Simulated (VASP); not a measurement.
# AgCl (Chlorargyrite) (Fm-3m) in VASP: notebook

The runs below take AgCl (Chlorargyrite) through single point, with PBE.

Program: VASP 6.6.1. These are calculated values, not measurements. Logs are shortened: lines on timing, memory, paths and dates and some standing lists are left out, and cuts for length are marked.

## (1) The cell of the first run

It takes space group Fm-3m (No. 225, cubic). The conventional cell has a = 5.358 Å, b = 5.358 Å, c = 5.358 Å, α = 90.00°, β = 90.00°, γ = 90.00°. Within 3.5 Å of Ag (site symmetry m-3m) lie 6 Cl at 2.68 Å. Within 3.5 Å of Cl (site symmetry m-3m) lie 6 Ag at 2.68 Å.

## (2) Single point, PBE

File INCAR:

```
SYSTEM = AgCl
PREC = Accurate
ENCUT = 500
EDIFF = 1E-6
ISMEAR = 1
SIGMA = 0.01
LREAL = .FALSE.
LASPH = .TRUE.
NELM = 120
ALGO = Normal
ISIF = 2
LWAVE = .FALSE.
LCHARG = .FALSE.
GGA = PE
NBANDS = 16
GGA_COMPAT = .FALSE.
```

File KPOINTS:

```
Automatic mesh
0
G
  6 6 6
  0 0 0
```

File POSCAR:

```
AgCl
1.0
    0.0000000000      2.6791680073      2.6791680073
    2.6791680073      0.0000000000      2.6791680073
    2.6791680073      2.6791680073      0.0000000000
Ag Cl
1 1
Direct
    0.0000000000      0.0000000000      0.0000000000
    0.5000000000      0.5000000000      0.5000000000
```

Potentials or basis: VASP PAW PBE potentials, release 64 (Ag, Cl).

Started as:

```sh
> cat potpaw_PBE.64/Ag/POTCAR potpaw_PBE.64/Cl/POTCAR > POTCAR
> mpirun -np 1 vasp_std > vasp.out
```

OUTCAR:

```text
SYSTEM = AgCl
   PREC = Accurate
   ENCUT = 500
   EDIFF = 1E-6
   ISMEAR = 1
   LREAL = .FALSE.
   LASPH = .TRUE.
   NELM = 120
   ISIF = 2
   GGA = PE

 ion  position               nearest neighbor table
   1  0.000  0.000  0.000-   2 2.68   2 2.68   2 2.68   2 2.68   2 2.68   2 2.68
   2  0.500  0.500  0.500-   1 2.68   1 2.68   1 2.68   1 2.68   1 2.68   1 2.68

  LATTYP: Found a face centered cubic cell.
 ALAT       =     5.3583360146

  Lattice vectors:

 A1 = (   0.0000000000,   2.6791680073,   2.6791680073)
 A2 = (   2.6791680073,   0.0000000000,   2.6791680073)
 A3 = (   2.6791680073,   2.6791680073,   0.0000000000)

Analysis of symmetry for initial positions (statically):
=====================================================================
 Subroutine PRICEL returns:
 Original cell was already a primitive cell.

 Routine SETGRP: Setting up the symmetry group for a
 face centered cubic supercell.

 Subroutine GETGRP returns: Found 48 space group operations
 (whereof 48 operations were pure point group operations)
 out of a pool of 48 trial point group operations.

The static configuration has the point symmetry O_h .

Analysis of symmetry for dynamics (positions and initial velocities):
=====================================================================
 Subroutine PRICEL returns:
 Original cell was already a primitive cell.

 Routine SETGRP: Setting up the symmetry group for a
 face centered cubic supercell.

 Subroutine GETGRP returns: Found 48 space group operations
 (whereof 48 operations were pure point group operations)
 out of a pool of 48 trial point group operations.

The dynamic configuration has the point symmetry O_h .

 Subroutine INISYM returns: Found 48 space group operations
 (whereof 48 operations are pure point group operations),
 and found     1 'primitive' translations

----------------------------------------------------------------------------------------

                                     Primitive cell

  volume of cell :      38.4618

  direct lattice vectors                    reciprocal lattice vectors
     0.000000000  2.679168007  2.679168007    -0.186625101  0.186625101  0.186625101
     2.679168007  0.000000000  2.679168007     0.186625101 -0.186625101  0.186625101
     2.679168007  2.679168007  0.000000000     0.186625101  0.186625101 -0.186625101

  length of vectors
     3.788915732  3.788915732  3.788915732     0.323244157  0.323244157  0.323244157

  position of ions in fractional coordinates (direct lattice)
     0.000000000  0.000000000  0.000000000
     0.500000000  0.500000000  0.500000000

  ion indices of the primitive-cell ions
   primitive index   ion index
                 1           1
                 2           2

----------------------------------------------------------------------------------------

 KPOINTS: Automatic mesh

Automatic generation of k-mesh.
 Grid dimensions read from file:
 generate k-points for:    6    6    6

 Generating k-lattice:

  Cartesian coordinates                     Fractional coordinates (reciprocal lattice)
    -0.031104184  0.031104184  0.031104184     0.166666667  0.000000000  0.000000000
     0.031104184 -0.031104184  0.031104184     0.000000000  0.166666667  0.000000000
     0.031104184  0.031104184 -0.031104184     0.000000000  0.000000000  0.166666667

  Length of vectors
     0.053874026  0.053874026  0.053874026

  Shift w.r.t. Gamma in fractional coordinates (k-lattice)
     0.000000000  0.000000000  0.000000000

 Subroutine IBZKPT returns following result:
 ===========================================

 Found     16 irreducible k-points:

 Following reciprocal coordinates:
            Coordinates               Weight
  0.000000  0.000000  0.000000      1.000000
  0.166667  0.000000  0.000000      8.000000
  0.333333  0.000000  0.000000      8.000000
  0.500000  0.000000  0.000000      4.000000
  0.166667  0.166667  0.000000      6.000000
  0.333333  0.166667  0.000000     24.000000
[... 8 lines left out ...]
 -0.333333  0.333333  0.166667     24.000000
 -0.333333  0.500000  0.166667     12.000000
   k-points           NKPTS =     16   k-points in BZ     NKDIM =     16   number of bands    NBANDS=     16
   number of dos      NEDOS =    301   number of ions     NIONS =      2
   total plane-waves  NPLWV =  21952
   dimension x,y,z NGX =    28 NGY =   28 NGZ =   28
   dimension x,y,z NGXF=    56 NGYF=   56 NGZF=   56
   ions per type =               1   1
   NGX,Y,Z   is equivalent  to a cutoff of  12.29, 12.29, 12.29 a.u.
   NGXF,Y,Z  is equivalent  to a cutoff of  24.57, 24.57, 24.57 a.u.
 SYSTEM =  AgCl
   PREC   = accura    normal or accurate (medium, high low for compatibility)
   ISTART =      0    job   : 0-new  1-cont  2-samecut
   ICHARG =      2    charge: 1-file 2-atom 10-const
   ISPIN  =      1    spin polarized calculation?
   LNONCOLLINEAR =      F non collinear calculations
   LSORBIT =      F    spin-orbit coupling
   LASPH  =      T    aspherical Exc in radial PAW
   ENCUT  =  500.0 eV  36.75 Ry    6.06 a.u.   6.91  6.91  6.91*2*pi/ulx,y,z
   NELM   =    120;   NELMIN=  2; NELMDL= -5     # of ELM steps
   EDIFF  = 0.1E-05   stopping-criterion for ELM
   LREAL  =      F    real-space projection
   EDIFFG = 0.1E-04   stopping-criterion for IOM
   NSW    =      0    number of steps for IOM
   IBRION =     -1    ionic relax: 0-MD 1-quasi-New 2-CG
   NFREE  =      0    steps in history (QN), initial steepest desc. (CG)
   ISIF   =      2    stress and relaxation
   ISYM   =      2    0-nonsym 1-usesym 2-fastsym
   POTIM  = 0.5000    time-step for ionic-motion
   TEBEG  =    0.0;   TEEND  =   0.0 temperature during run
   PSTRESS=    0.0 pullay stress
   NELECT =      18.0000    total number of electrons
   NUPDOWN=      -1.0000    fix difference up-down
   EMIN   =  10.00;   EMAX   =-10.00  energy-range for DOS
   EFERMI =   0.00;   METHOD = LEGACY
   ISMEAR =     1;   SIGMA  =   0.01  broadening in eV -4-tet -1-fermi 0-gaus
   EFERMI_NEDOS =   21; number of points for ismear=-14 and -15
   IALGO  =     38    algorithm
   IMIX   =      4    mixing-type and parameters
     AMIX     =   0.40;   BMIX     =  1.00
     AMIX_MAG =   1.60;   BMIX_MAG =  1.00
  volume/ion in A,a.u.               =      19.23       129.78
  Fermi-wavevector in a.u.,A,eV,Ry     =   1.271030  2.401898 21.980438  1.615517
  Thomas-Fermi vector in A             =   2.403985
   LORBIT       =      0    0 simple, 1 ext, 2 COOP (PROOUT), +10 PAW based schemes
   GGA     = PE    functional components
   LHFCALC =     F    Hartree Fock is set to
   AEXX    =    0.0000 exact exchange contribution
   IVDW    =     0    specifies the selected vdW correction
   LEPSILON=     F    determine dielectric tensor
   LRPA    =     F    only Hartree local field effects (RPA)
 non-spin polarized calculation
 Methfessel and Paxton  Order N= 1 SIGMA  =   0.01
  energy-cutoff  :      500.00
  volume of cell :       38.46
 maximum number of plane-waves:       987
   NGX = 13   NGY = 13   NGZ = 13

 number of electron      18.0000005 magnetization

 Free energy of the ion-electron system (eV)
  ---------------------------------------------------
  ext. energy  EPLUGINS =         0.00000000
  ---------------------------------------------------
  free energy    TOTEN  =        -5.27392313 eV

  energy without entropy =       -5.27394461  energy(sigma->0) =       -5.27393029

 E-fermi :   5.2167     XC(G=0): -10.5171

 val. band max:        5.2082879652   @ k =   0.5000   0.0000   0.0000
 cond. band min:       6.1162247938   @ k =   0.0000   0.0000   0.0000
 fundamental gap:      0.9079368286
 Fermi energy:         5.2167066729

 k-point     1 :       0.0000    0.0000    0.0000
  band No.  band energies     occupation
      1     -10.6843      2.00000
      2       2.3010      2.00000
      3       2.3010      2.00000
      4       2.3010      2.00000
      5       2.3487      2.00000
      6       2.3487      2.00000
[... 8 lines left out ...]
     15      19.1555      0.00000
     16      19.1575      0.00000

 k-point     2 :       0.1667    0.0000    0.0000
  band No.  band energies     occupation
      1     -10.5481      2.00000
      2       1.0815      2.00000
      3       1.3022      2.00000
      4       1.3022      2.00000
      5       2.4171      2.00000
      6       2.4171      2.00000
[... 8 lines left out ...]
     15      17.3123      0.00000
     16      18.1741      0.00000

 k-point     3 :       0.3333    0.0000    0.0000
  band No.  band energies     occupation
      1     -10.2526      2.00000
      2      -0.3580      2.00000
      3       0.5767      2.00000
      4       0.5767      2.00000
      5       2.6518      2.00000
      6       2.6518      2.00000
[... 8 lines left out ...]
     15      18.0440      0.00000
     16      18.3142      0.00000

 k-point     4 :       0.5000    0.0000    0.0000
  band No.  band energies     occupation
      1     -10.0910      2.00000
      2      -0.9426      2.00000
      3       0.3234      2.00000
      4       0.3234      2.00000
      5       2.7757      2.00000
      6       2.7757      2.00000
[... 8 lines left out ...]
     15      18.8736      0.00000
     16      19.1645      0.00000
[... 172 lines left out ...]
 k-point    14 :       0.5000    0.3333    0.1667
  band No.  band energies     occupation
      1     -10.1310      2.00000
      2      -0.2778      2.00000
      3       0.5631      2.00000
      4       0.8775      2.00000
      5       2.5406      2.00000
      6       2.7843      2.00000
[... 8 lines left out ...]
     15      19.8766      0.00000
     16      21.7727      0.00000

 k-point    15 :      -0.3333    0.3333    0.1667
  band No.  band energies     occupation
      1     -10.0492      2.00000
      2      -0.1736      2.00000
      3       0.4203      2.00000
      4       0.5050      2.00000
      5       2.6914      2.00000
      6       2.7759      2.00000
[... 8 lines left out ...]
     15      19.0966      0.00000
     16      20.6972      0.00000

 k-point    16 :      -0.3333    0.5000    0.1667
  band No.  band energies     occupation
      1     -10.0479      2.00000
      2       0.2425      2.00000
      3       0.4941      2.00000
      4       0.7898      2.00000
      5       2.6225      2.00000
      6       2.9267      2.00000
[... 8 lines left out ...]
     15      19.7255      0.00000
     16      20.3553      0.00000

------------------------ aborting loop because EDIFF is reached ----------------------------------------

  FORCE on cell =-STRESS in cart. coord.  units (eV):
  Direction    XX          YY          ZZ          XY          YZ          ZX
  --------------------------------------------------------------------------------------
  -------------------------------------------------------------------------------------
  Total        1.9694985      1.9694985      1.9694985      0.0000000      0.0000000     -0.0000000
  in kB       82.0420314     82.0420314     82.0420314      0.0000000      0.0000000     -0.0000000
  external PRESSURE =      82.0420314 kB  Pullay stress =       0.0000000 kB

 VOLUME and BASIS-vectors are now :
 -----------------------------------------------------------------------------
  energy-cutoff  :      500.00
  volume of cell :       38.46
      direct lattice vectors                 reciprocal lattice vectors
     0.000000000  2.679168007  2.679168007    -0.186625101  0.186625101  0.186625101
     2.679168007  0.000000000  2.679168007     0.186625101 -0.186625101  0.186625101
     2.679168007  2.679168007  0.000000000     0.186625101  0.186625101 -0.186625101

 POSITION                                       TOTAL-FORCE (eV/Angst)
 -----------------------------------------------------------------------------------
      0.00000      0.00000      0.00000         0.000000     -0.000000      0.000000
      2.67917      2.67917      2.67917         0.000000      0.000000     -0.000000
 -----------------------------------------------------------------------------------
    total drift:                                0.000000      0.000000      0.000000

  FREE ENERGIE OF THE ION-ELECTRON SYSTEM (eV)
  ---------------------------------------------------
  free  energy   TOTEN  =        -5.2739231331 eV

  energy  without entropy=       -5.2739446068  energy(sigma->0) =       -5.27393029
```

It took 7.7 s on 1 thread of Intel Xeon Platinum 8559C (Emerald Rapids), shared host; peak memory 0.15 GiB.

Results:

* Free energy: -5.2739 eV
* Pressure: 8.2 GPa
* Band gap on the k mesh: 0.91 eV, indirect (least direct gap 3.68 eV)

## (3) Single point, PBE

This run uses another cell than the first one, of 19.64 Å³/atom, 1.021 times its volume.

File INCAR:

```
  PREC = Accurate
  ENCUT = 500
  EDIFF = 1E-6
  ISMEAR = 1
  SIGMA = 0.01
  LREAL = F
  LASPH = T
  NELM = 120
  ALGO = Normal
  ISIF = 2
  LWAVE = F
  LCHARG = T
  GGA = PE
  LELF = T
  LVHAR = T
  NBANDS = 16
  GGA_COMPAT = F
```

File KPOINTS:

```
regular mesh
0
Gamma
  6 6 6
```

File POSCAR:

```
AgCl
1.0
    0.0000000000      2.6980360093      2.6980360093
    2.6980360093      0.0000000000      2.6980360093
    2.6980360093      2.6980360093      0.0000000000
Ag Cl
1 1
Direct
    0.0000000000      0.0000000000      0.0000000000
    0.5000000000      0.5000000000      0.5000000000
```

Potentials or basis: VASP PAW PBE potentials, release 64 (Ag, Cl).

Started as:

```sh
> cat potpaw_PBE.64/Ag/POTCAR potpaw_PBE.64/Cl/POTCAR > POTCAR
> mpirun -np 1 vasp_std > vasp.out
```

Run time: 7.8 s. Hardware: 1 thread of Intel Xeon Platinum 8559C (Emerald Rapids), shared host; peak memory 0.15 GiB.

Results (log left out):

| Quantity | Value |
| --- | --- |
| Free energy | -5.3120 eV |
| Pressure | 6.6 GPa |
| Band gap on the k mesh | 0.90 eV, indirect (least direct gap 3.58 eV) |

Levels at points of the mesh, in eV from the valence-band top:
```tsv
k point	band 5	band 6	band 7	band 8	band 9	band 10	band 11	band 12	band 13	band 14
(0.00, 0.00, 0.00)	-2.76	-2.76	-2.67	-2.67	-2.67	0.90	10.81	10.81	10.81	12.24
(0.50, 0.00, 0.00)	-2.35	-2.35	-1.99	0.00	0.00	4.00	7.01	7.50	7.50	13.68
(0.50, 0.50, 0.00)	-3.21	-2.53	-2.21	-2.21	-2.06	2.24	7.90	8.91	11.95	11.95
```

A k mesh can miss the band edges.

## (4) Single point, PBE

This run uses another cell than the first one, of 20.05 Å³/atom, 1.043 times its volume.

File INCAR:

```
SYSTEM = AgCl
ALGO     = Normal         ! electronic algorithm
EDIFF    = 1E-6           ! SCF threshold, eV
ENCUT    = 500            ! plane-wave cutoff, eV
GGA      = PE             ! functional
GGA_COMPAT= .False.      
ISIF     = 2              ! what is computed and relaxed
ISMEAR   = 1              ! smearing method
LASPH    = .True.         ! aspherical terms in the spheres
LCHARG   = .False.        ! write CHGCAR
LREAL    = .False.        ! projectors in reciprocal space
LWAVE    = .False.        ! write WAVECAR
NBANDS   = 16             ! bands
NELM     = 120            ! most SCF steps
PREC     = Accurate       ! precision mode
SIGMA    = 0.01           ! smearing width, eV
```

File KPOINTS:

```
k-points
0
Gamma
  6 6 6
  0 0 0
```

File POSCAR:

```
AgCl
1.0
    0.0000000000      2.7166437422      2.7166437422
    2.7166437422      0.0000000000      2.7166437422
    2.7166437422      2.7166437422      0.0000000000
Ag Cl
1 1
Direct
    0.0000000000      0.0000000000      0.0000000000
    0.5000000000      0.5000000000      0.5000000000
```

Started as:

```sh
> cat potpaw_PBE.64/Ag/POTCAR potpaw_PBE.64/Cl/POTCAR > POTCAR
> mpirun -np 1 vasp_std > vasp.out
```

It took 7.5 s on 1 thread of Intel Xeon Platinum 8559C (Emerald Rapids), shared host; peak memory 0.15 GiB.

It converged, with:

| Quantity | Value |
| --- | --- |
| Free energy | -5.3420 eV |
| Pressure | 5.1 GPa |
| Band gap on the k mesh | 0.90 eV, indirect (least direct gap 3.49 eV) |

Levels at points of the mesh, in eV from the valence-band top:
```csv
k point,band 7,band 8,band 9,band 10,band 11,band 12
"(0.00, 0.00, 0.00)",-2.58,-2.58,-2.58,0.90,10.83,10.83
"(0.50, 0.00, 0.00)",-1.93,0.00,0.00,4.07,6.88,7.55
"(0.50, 0.50, 0.00)",-2.14,-2.14,-2.01,2.28,7.93,8.84
```

A k mesh can miss the band edges. A hybrid or GW would open this gap; PBE tends to underestimate it.

## (5) Single point, PBE

This run uses another cell than the first one, of 20.46 Å³/atom, 1.064 times its volume.

File INCAR:

```
SYSTEM = AgCl
  ALGO = Normal
  EDIFF = 1E-6
  ENCUT = 500
  GGA = PE
  GGA_COMPAT = .False.
  ISIF = 2
  ISMEAR = 1
  LASPH = .True.
  LCHARG = .True.
  LELF = .True.
  LREAL = .False.
  LVHAR = .True.
  LWAVE = .False.
  NBANDS = 16
  NELM = 120
  PREC = Accurate
  SIGMA = 0.01
```

KPOINTS is that of step 4.

File POSCAR:

```
AgCl
1.0
    0.0000000000      2.7350000000      2.7350000000
    2.7350000000      0.0000000000      2.7350000000
    2.7350000000      2.7350000000      0.0000000000
Ag Cl
1 1
Direct
    0.0000000000      0.0000000000      0.0000000000
    0.5000000000      0.5000000000      0.5000000000
```

Started as:

```sh
> cat potpaw_PBE.64/Ag/POTCAR potpaw_PBE.64/Cl/POTCAR > POTCAR
> mpirun -np 1 vasp_std > vasp.out
```

It took 7.9 s on 1 thread of Intel Xeon Platinum 8559C (Emerald Rapids), shared host; peak memory 0.15 GiB.

Results (log left out):

```
Free energy            : -5.3650 eV
Pressure               : 3.8 GPa
Band gap on the k mesh : 0.90 eV, indirect (least direct gap 3.40 eV)
```

Levels at points of the mesh, in eV from the valence-band top:
| k point | band 7 | band 8 | band 9 | band 10 | band 11 | band 12 |
| --- | --- | --- | --- | --- | --- | --- |
| (0.00, 0.00, 0.00) | -2.50 | -2.50 | -2.50 | 0.90 | 10.84 | 10.84 |
| (0.50, 0.00, 0.00) | -1.87 | 0.00 | 0.00 | 4.13 | 6.77 | 7.59 |
| (0.50, 0.50, 0.00) | -2.08 | -2.08 | -1.96 | 2.31 | 7.96 | 8.77 |

## (6) Overview

```tsv
cell	gap on the mesh (eV)	pressure (GPa)
a = 3.789 Å, angles 60.0°, 2 atoms	0.91	8.2
a = 3.816 Å, angles 60.0°, 2 atoms	0.90	6.6
a = 3.842 Å, angles 60.0°, 2 atoms	0.90	5.1
a = 3.868 Å, angles 60.0°, 2 atoms	0.90	3.8
```

Alike in all rows: task single point; level PBE; potentials or basis VASP PAW PBE potentials, release 64 (Ag, Cl); no spin polarisation; k mesh 6 × 6 × 6; cutoff (eV) 500; smearing methfessel-paxton 0.01 eV.

Total energies depend on the potentials used, so only differences within one code and one set of settings carry meaning.
